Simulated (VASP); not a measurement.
Wanted: the native input for a VASP 6.6.1 run.

| Property | Result |
| --- | --- |
| Task | single point |
| Functional | PBEsol-based global hybrid with 25 % exact exchange |
| Potentials or basis | VASP PAW PBE potentials, release 64 (Pb_d) |
| Cutoff | 520 eV |
| k mesh | 5 × 5 × 3 |
| Occupations | fermi-dirac, width 0.05 eV |
| Spin | no spin polarisation |
| Dipole correction | no |
| Grid for exact exchange (PRECFOCK) | Normal |
| Share of exact exchange | 0.25 |
| Further INCAR settings | ALGO = Normal; EDIFF = 1e-07; NBANDS = 21 |

The system is Pb.

```
CELL_PARAMETERS angstrom
3.50821 0.00000 0.00000
-1.75411 3.03820 0.00000
0.00000 0.00000 5.62830
ATOMIC_POSITIONS crystal
Pb 0.66667 0.33333 0.75000
Pb 0.33333 0.66667 0.25000
```

This isn't the form of Pb at room conditions, which is fcc.

The input as run:

POSCAR

```
Pb
1.0
    3.5082109305      0.0000000000      0.0000000000
   -1.7541054652      3.0381997876      0.0000000000
    0.0000000000      0.0000000000      5.6283008419
Pb
2
Direct
    0.6666666667      0.3333333333      0.7500000000
    0.3333333333      0.6666666667      0.2500000000
```

INCAR.step1

```
SYSTEM = Pb
PREC     = Accurate       ! precision mode
ENCUT    = 520            ! plane-wave cutoff, eV
EDIFF    = 1E-5           ! SCF threshold, eV
ISMEAR   = -1             ! smearing method
SIGMA    = 0.05           ! smearing width, eV
LREAL    = .FALSE.        ! projectors in reciprocal space
LASPH    = .TRUE.         ! aspherical terms in the spheres
NELM     = 80             ! most SCF steps
ALGO     = Normal         ! electronic algorithm
ISIF     = 2              ! what is computed and relaxed
LWAVE    = .TRUE.         ! write WAVECAR
LCHARG   = .FALSE.        ! write CHGCAR
NBANDS   = 21             ! bands
GGA      = PE             ! functional
```

INCAR.step2

```
SYSTEM = Pb
PREC     = Accurate       ! precision mode
ENCUT    = 520            ! plane-wave cutoff, eV
EDIFF    = 1E-7           ! SCF threshold, eV
ISMEAR   = -1             ! smearing method
SIGMA    = 0.05           ! smearing width, eV
LREAL    = .FALSE.        ! projectors in reciprocal space
LASPH    = .TRUE.         ! aspherical terms in the spheres
NELM     = 80             ! most SCF steps
ALGO     = Normal         ! electronic algorithm
ISIF     = 2              ! what is computed and relaxed
LWAVE    = .FALSE.        ! write WAVECAR
LCHARG   = .FALSE.        ! write CHGCAR
GGA      = PS             ! functional
LHFCALC  = .TRUE.         ! exact exchange
AEXX     = 0.25           ! exact-exchange fraction
PRECFOCK = Normal       
NBANDS   = 21             ! bands
ISTART   = 1
```

KPOINTS

```
regular mesh
0
G
  5 5 3
  0 0 0
```

Potentials or basis: VASP PAW PBE potentials, release 64 (Pb_d).

Run with:

```console
$ cat potpaw_PBE.64/Pb_d/POTCAR > POTCAR
$ cp INCAR.step1 INCAR
$ mpirun -np 1 vasp_std > vasp.out
$ cp INCAR.step2 INCAR
$ mpirun -np 1 vasp_std > vasp.out
```

Results of the run:

| Quantity | Value |
| --- | --- |
| Pressure | -0.2 GPa |
| Band gap on the k mesh | zero (bands 14 and 15 overlap by 7.45 eV) |

Caveat: the k points lie up to 0.41 Å⁻¹ apart, too coarse for converged energies and pressures of a metal; the PAW data sets were made with another functional, which shifts forces and pressure a little; spin-orbit coupling is left out, which moves the levels of the heavy elements.

Run time: 33 min on 1 thread of Intel(R) Xeon(R) Platinum 8259CL CPU @ 2.50GHz (Skylake/Cascade Lake), with other jobs on the host, peak memory 0.19 GiB.
